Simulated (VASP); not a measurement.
# Cr (Fd-3m) in VASP: a series of runs

Runs on Cr. Level: r2SCAN. Tasks: single point.

Program: VASP 6.6.1. These are calculated values, not measurements. Logs are shortened: lines on timing, memory, paths and dates and some standing lists are left out, and cuts for length are marked.

## (1) The cell of the first run

Symmetry: Fd-3m, No. 227, cubic system. Conventional cell: a = 5.048 Å, b = 5.048 Å, c = 5.048 Å, α = 90.00°, β = 90.00°, γ = 90.00°. Within 2.9 Å of Cr (site symmetry -43m) lie 4 Cr at 2.19 Å.

This isn't the form of Cr at room conditions, which is bcc.

## (2) Single point, r2SCAN, collinear spin, ferromagnetic start

Contents of POSCAR:

```
Cr
1.0
    0.0000000000      2.5239881335      2.5239881335
    2.5239881335      0.0000000000      2.5239881335
    2.5239881335      2.5239881335      0.0000000000
Cr
2
Direct
    0.5000000000      0.5000000000      0.5000000000
    0.7500000000      0.7500000000      0.7500000000
```

Contents of INCAR.step1:

```
PREC     = Accurate       # precision mode
ENCUT    = 770            # plane-wave cutoff, eV
ISMEAR   = 0              # smearing method
SIGMA    = 0.1            # smearing width, eV
LREAL    = False          # projectors in reciprocal space
LASPH    = True           # aspherical terms in the spheres
NELM     = 200            # most SCF steps
ISPIN    = 2              # spin polarisation
MAGMOM   = 0.22 0.22      # initial moments
LMAXMIX  = 4              # l up to which the mixer works
NBANDS   = 25             # bands
GGA      = PE             # functional
ALGO     = Normal         # electronic algorithm
EDIFF    = 1E-5           # SCF threshold, eV
LWAVE    = True           # write WAVECAR
LCHARG   = False          # write CHGCAR
GGA_COMPAT= False
```

Contents of INCAR.step2:

```
PREC     = Accurate       # precision mode
ENCUT    = 770            # plane-wave cutoff, eV
EDIFF    = 1E-6           # SCF threshold, eV
ISMEAR   = 0              # smearing method
SIGMA    = 0.1            # smearing width, eV
LREAL    = False          # projectors in reciprocal space
LASPH    = True           # aspherical terms in the spheres
NELM     = 200            # most SCF steps
ALGO     = Normal         # electronic algorithm
ISIF     = 2              # what is computed and relaxed
LWAVE    = False          # write WAVECAR
LCHARG   = True           # write CHGCAR
ISPIN    = 2              # spin polarisation
MAGMOM   = 0.22 0.22      # initial moments
LORBIT   = 11             # projections on sites
LMAXMIX  = 4              # l up to which the mixer works
METAGGA  = R2SCAN         # meta-GGA
LMIXTAU  = True         
LELF     = True           # ELF
LVHAR    = True         
NBANDS   = 25             # bands
ISTART   = 1            
GGA_COMPAT= False
```

Contents of KPOINTS:

```
Automatic mesh
0
Gamma
  6 6 6
```

Potentials or basis: VASP PAW PBE potentials, release 64 (Cr_sv).

Command:

```sh
$ cat potpaw_PBE.64/Cr_sv/POTCAR > POTCAR
$ cp INCAR.step1 INCAR
$ mpirun -np 1 vasp_std > vasp.out
$ cp INCAR.step2 INCAR
$ mpirun -np 1 vasp_std > vasp.out
```

OUTCAR:

```text
PREC = Accurate
   ENCUT = 770
   EDIFF = 1E-6
   ISMEAR = 0
   LREAL = False
   LASPH = True
   NELM = 200
   ISIF = 2
   ISPIN = 2
   LORBIT = 11
   METAGGA = R2SCAN
   ISTART = 1

 ion  position               nearest neighbor table
   1  0.500  0.500  0.500-   2 2.19   2 2.19   2 2.19   2 2.19
   2  0.750  0.750  0.750-   1 2.19   1 2.19   1 2.19   1 2.19

  LATTYP: Found a face centered cubic cell.
 ALAT       =     5.0479762670

  Lattice vectors:

 A1 = (   0.0000000000,   2.5239881335,   2.5239881335)
 A2 = (   2.5239881335,   0.0000000000,   2.5239881335)
 A3 = (   2.5239881335,   2.5239881335,   0.0000000000)

Analysis of symmetry for initial positions (statically):
=====================================================================
 Subroutine PRICEL returns:
 Original cell was already a primitive cell.

 Routine SETGRP: Setting up the symmetry group for a
 face centered cubic supercell.

 Subroutine GETGRP returns: Found 48 space group operations
 (whereof 24 operations were pure point group operations)
 out of a pool of 48 trial point group operations.

The static configuration has the point symmetry T_d .
 The point group associated with its full space group is O_h .

Analysis of symmetry for dynamics (positions and initial velocities):
=====================================================================
 Subroutine PRICEL returns:
 Original cell was already a primitive cell.

 Routine SETGRP: Setting up the symmetry group for a
 face centered cubic supercell.

 Subroutine GETGRP returns: Found 48 space group operations
 (whereof 24 operations were pure point group operations)
 out of a pool of 48 trial point group operations.

The dynamic configuration has the point symmetry T_d .
 The point group associated with its full space group is O_h .

Analysis of structural, dynamic, and magnetic symmetry:
=====================================================================
 Subroutine PRICEL returns:
 Original cell was already a primitive cell.

 Routine SETGRP: Setting up the symmetry group for a
 face centered cubic supercell.

 Subroutine GETGRP returns: Found 48 space group operations
 (whereof 24 operations were pure point group operations)
 out of a pool of 48 trial point group operations.

The overall configuration has the point symmetry T_d .
 The point group associated with its full space group is O_h .

 Subroutine INISYM returns: Found 48 space group operations
 (whereof 24 operations are pure point group operations),
 and found     1 'primitive' translations

----------------------------------------------------------------------------------------

                                     Primitive cell

  volume of cell :      32.1582

  direct lattice vectors                    reciprocal lattice vectors
     0.000000000  2.523988134  2.523988134    -0.198099188  0.198099188  0.198099188
     2.523988134  0.000000000  2.523988134     0.198099188 -0.198099188  0.198099188
     2.523988134  2.523988134  0.000000000     0.198099188  0.198099188 -0.198099188

  length of vectors
     3.569458250  3.569458250  3.569458250     0.343117859  0.343117859  0.343117859

  position of ions in fractional coordinates (direct lattice)
     0.500000000  0.500000000  0.500000000
     0.750000000  0.750000000  0.750000000

  ion indices of the primitive-cell ions
   primitive index   ion index
                 1           1
                 2           2

----------------------------------------------------------------------------------------

 KPOINTS: Automatic mesh

Automatic generation of k-mesh.
 Grid dimensions read from file:
 generate k-points for:    6    6    6

 Generating k-lattice:

  Cartesian coordinates                     Fractional coordinates (reciprocal lattice)
    -0.033016531  0.033016531  0.033016531     0.166666667  0.000000000  0.000000000
     0.033016531 -0.033016531  0.033016531     0.000000000  0.166666667  0.000000000
     0.033016531  0.033016531 -0.033016531     0.000000000  0.000000000  0.166666667

  Length of vectors
     0.057186310  0.057186310  0.057186310

  Shift w.r.t. Gamma in fractional coordinates (k-lattice)
     0.000000000  0.000000000  0.000000000

 Subroutine IBZKPT returns following result:
 ===========================================

 Found     16 irreducible k-points:

 Following reciprocal coordinates:
            Coordinates               Weight
  0.000000  0.000000  0.000000      1.000000
  0.166667  0.000000  0.000000      8.000000
  0.333333  0.000000  0.000000      8.000000
  0.500000  0.000000  0.000000      4.000000
  0.166667  0.166667  0.000000      6.000000
  0.333333  0.166667  0.000000     24.000000
[... 8 lines left out ...]
 -0.333333  0.333333  0.166667     24.000000
 -0.333333  0.500000  0.166667     12.000000
   k-points           NKPTS =     16   k-points in BZ     NKDIM =     16   number of bands    NBANDS=     25
   number of dos      NEDOS =    301   number of ions     NIONS =      2
   total plane-waves  NPLWV =  32768
   dimension x,y,z NGX =    32 NGY =   32 NGZ =   32
   dimension x,y,z NGXF=    64 NGYF=   64 NGZF=   64
   ions per type =               2
   NGX,Y,Z   is equivalent  to a cutoff of  14.90, 14.90, 14.90 a.u.
   NGXF,Y,Z  is equivalent  to a cutoff of  29.81, 29.81, 29.81 a.u.
 SYSTEM =  unknown system
   PREC   = accura    normal or accurate (medium, high low for compatibility)
   ISTART =      1    job   : 0-new  1-cont  2-samecut
   ICHARG =      0    charge: 1-file 2-atom 10-const
   ISPIN  =      2    spin polarized calculation?
   LNONCOLLINEAR =      F non collinear calculations
   LSORBIT =      F    spin-orbit coupling
   LASPH  =      T    aspherical Exc in radial PAW
   ENCUT  =  770.0 eV  56.59 Ry    7.52 a.u.   8.08  8.08  8.08*2*pi/ulx,y,z
   NELM   =    200;   NELMIN=  2; NELMDL=  0     # of ELM steps
   EDIFF  = 0.1E-05   stopping-criterion for ELM
   LREAL  =      F    real-space projection
[... 7 lines left out ...]
   TEBEG  =    0.0;   TEEND  =   0.0 temperature during run
   PSTRESS=    0.0 pullay stress
   NELECT =      28.0000    total number of electrons
   NUPDOWN=      -1.0000    fix difference up-down
   EMIN   =  10.00;   EMAX   =-10.00  energy-range for DOS
   EFERMI =   0.00;   METHOD = LEGACY
   ISMEAR =     0;   SIGMA  =   0.10  broadening in eV -4-tet -1-fermi 0-gaus
   EFERMI_NEDOS =   21; number of points for ismear=-14 and -15
   IALGO  =     38    algorithm
   IMIX   =      4    mixing-type and parameters
     AMIX     =   0.40;   BMIX     =  1.00
     AMIX_MAG =   1.60;   BMIX_MAG =  1.00
  volume/ion in A,a.u.               =      16.08       108.51
  Fermi-wavevector in a.u.,A,eV,Ry     =   1.563256  2.954126 33.249515  2.443770
  Thomas-Fermi vector in A             =   2.666054
   LORBIT       =     11    0 simple, 1 ext, 2 COOP (PROOUT), +10 PAW based schemes
   METAGGA = R2SCAN    functional components
   LHFCALC =     F    Hartree Fock is set to
   AEXX    =    0.0000 exact exchange contribution
   IVDW    =     0    specifies the selected vdW correction
   LEPSILON=     F    determine dielectric tensor
   LRPA    =     F    only Hartree local field effects (RPA)
 spin polarized calculation
 Gauss-broadening in eV      SIGMA  =   0.10
  energy-cutoff  :      770.00
  volume of cell :       32.16
 maximum number of plane-waves:      1588
   NGX = 17   NGY = 17   NGZ = 17

 number of electron      28.0000010 magnetization       0.0000224

 Free energy of the ion-electron system (eV)
  ---------------------------------------------------
  ext. energy  EPLUGINS =         0.00000000
  ---------------------------------------------------
  free energy    TOTEN  =       -25.01999937 eV

  energy without entropy =      -25.00487042  energy(sigma->0) =      -25.01243490

 E-fermi :   8.6446     XC(G=0): -12.3228

 val. band max:        8.5832433021   @ k =   0.3333   0.1667   0.0000
 cond. band min:       8.7209957676   @ k =   0.5000   0.1667   0.0000
 fundamental gap:      0.1377524655
 Fermi energy:         8.6445878549

 spin component 1

 k-point     1 :       0.0000    0.0000    0.0000
  band No.  band energies     occupation
      1     -65.2775      1.00000
      2     -64.6119      1.00000
      3     -35.6282      1.00000
      4     -35.6282      1.00000
      5     -35.6282      1.00000
      6     -34.7159      1.00000
[... 17 lines left out ...]
     24      24.1635      0.00000
     25      24.1993      0.00000

 k-point     2 :       0.1667    0.0000    0.0000
  band No.  band energies     occupation
      1     -65.2453      1.00000
      2     -64.6455      1.00000
      3     -35.6577      1.00000
      4     -35.6577      1.00000
      5     -35.6279      1.00000
      6     -34.7206      1.00000
[... 384 lines left out ...]
 k-point    16 :      -0.3333    0.5000    0.1667
  band No.  band energies     occupation
      1     -64.9482      1.00000
      2     -64.9482      1.00000
      3     -35.8513      1.00000
      4     -35.8513      1.00000
      5     -35.1769      1.00000
      6     -35.1769      1.00000
[... 17 lines left out ...]
     24      23.3671      0.00000
     25      28.9308      0.00000
 Fermi energy:         8.6445878549

 spin component 2

 k-point     1 :       0.0000    0.0000    0.0000
  band No.  band energies     occupation
      1     -65.2775      1.00000
      2     -64.6119      1.00000
      3     -35.6282      1.00000
      4     -35.6282      1.00000
      5     -35.6282      1.00000
      6     -34.7159      1.00000
[... 17 lines left out ...]
     24      24.1635      0.00000
     25      24.1993      0.00000

 k-point     2 :       0.1667    0.0000    0.0000
  band No.  band energies     occupation
      1     -65.2452      1.00000
      2     -64.6455      1.00000
      3     -35.6577      1.00000
      4     -35.6577      1.00000
      5     -35.6279      1.00000
      6     -34.7206      1.00000
[... 384 lines left out ...]
 k-point    16 :      -0.3333    0.5000    0.1667
  band No.  band energies     occupation
      1     -64.9482      1.00000
      2     -64.9482      1.00000
      3     -35.8513      1.00000
      4     -35.8513      1.00000
      5     -35.1769      1.00000
      6     -35.1769      1.00000
[... 17 lines left out ...]
     24      23.3671      0.00000
     25      28.9308      0.00000

------------------------ aborting loop because EDIFF is reached ----------------------------------------

  FORCE on cell =-STRESS in cart. coord.  units (eV):
  Direction    XX          YY          ZZ          XY          YZ          ZX
  --------------------------------------------------------------------------------------
  -------------------------------------------------------------------------------------
  Total       -0.0067153     -0.0067153     -0.0067153      0.0000000      0.0000000      0.0000000
  in kB       -0.3345663     -0.3345663     -0.3345663      0.0000000      0.0000000      0.0000000
  external PRESSURE =      -0.3345663 kB  Pullay stress =       0.0000000 kB

 VOLUME and BASIS-vectors are now :
 -----------------------------------------------------------------------------
  energy-cutoff  :      770.00
  volume of cell :       32.16
      direct lattice vectors                 reciprocal lattice vectors
     0.000000000  2.523988134  2.523988134    -0.198099188  0.198099188  0.198099188
     2.523988134  0.000000000  2.523988134     0.198099188 -0.198099188  0.198099188
     2.523988134  2.523988134  0.000000000     0.198099188  0.198099188 -0.198099188

 POSITION                                       TOTAL-FORCE (eV/Angst)
 -----------------------------------------------------------------------------------
      2.52399      2.52399      2.52399        -0.000000     -0.000000     -0.000000
      3.78598      3.78598      3.78598         0.000000      0.000000      0.000000
 -----------------------------------------------------------------------------------
    total drift:                               -0.000000     -0.000000      0.000000

  FREE ENERGIE OF THE ION-ELECTRON SYSTEM (eV)
  ---------------------------------------------------
  free  energy   TOTEN  =       -25.0199993676 eV

  energy  without entropy=      -25.0048704235  energy(sigma->0) =      -25.01243490

 total charge

# of ion       s       p       d       tot
------------------------------------------
    1        2.232   5.965   3.842  12.040
    2        2.232   5.965   3.842  12.040
--------------------------------------------------
tot          4.465  11.930   7.685  24.079

 magnetization (x)

# of ion       s       p       d       tot
------------------------------------------
    1        0.000   0.000   0.000   0.000
    2        0.000   0.000   0.000   0.000
--------------------------------------------------
tot          0.000   0.000   0.000   0.000
```

Wall time 1.8 min (1 thread of AMD EPYC 9R45 (Zen 5), shared host); peak memory 0.2 GiB.

What came out:

| Quantity | Value |
| --- | --- |
| Free energy | -25.0200 eV |
| Pressure | 0.0 GPa |
| Band gap on the k mesh | zero (filled and empty bands overlap) |
| Net moment | 0.00 μB per cell |
| Valence electrons inside the program's atomic spheres | Cr 12.04 |

Caveat: the PAW data sets were made with another functional, which shifts forces and pressure a little.

(Part 1 of 2 ends here.)

The gap in the log of VASP goes by the Fermi energy; the results here count the filled bands.